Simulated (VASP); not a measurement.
Rh, 3 atoms in the cell. It takes space group P6/mmm (No. 191, hexagonal). The conventional cell has a = 4.303 Å, b = 4.303 Å, c = 2.640 Å, α = 90.00°, β = 90.00°, γ = 120.00°. Rh (site symmetry 6/mmm) has 14 Rh at 2.64 to 2.81 Å within 3.5 Å. Rh (site symmetry -6m2) has 11 Rh at 2.48 to 2.81 Å within 3.3 Å. This isn't the form of Rh at room conditions, which is fcc.

* Program: VASP 6.6.1
* Task: single point
* Functional: r2SCAN
* Potentials or basis: VASP PAW PBE potentials, release 64 (Rh_pv)
* Cutoff: 520 eV
* k mesh: 9 × 9 × 12
* Occupations: fermi-dirac, width 0.1 eV
* Spin: no spin polarisation
* Dipole correction: no
* Further INCAR settings: ALGO = Normal; EDIFF = 1e-06; NBANDS = 30

Potentials or basis: VASP PAW PBE potentials, release 64 (Rh_pv).

Launch:

```sh
$ cat potpaw_PBE.64/Rh_pv/POTCAR > POTCAR
$ cp INCAR.step1 INCAR
$ mpirun -np 1 vasp_std > vasp.out
$ cp INCAR.step2 INCAR
$ mpirun -np 1 vasp_std > vasp.out
```

Hardware: 1 thread of Intel(R) Xeon(R) 6975P-C (Granite Rapids) (shared host).

Task: Estimate the wall time of this run.

Result: It took 92 s on 1 thread of Intel(R) Xeon(R) 6975P-C (Granite Rapids) (shared host), peak memory 0.21 GiB. Counts: k points 84.
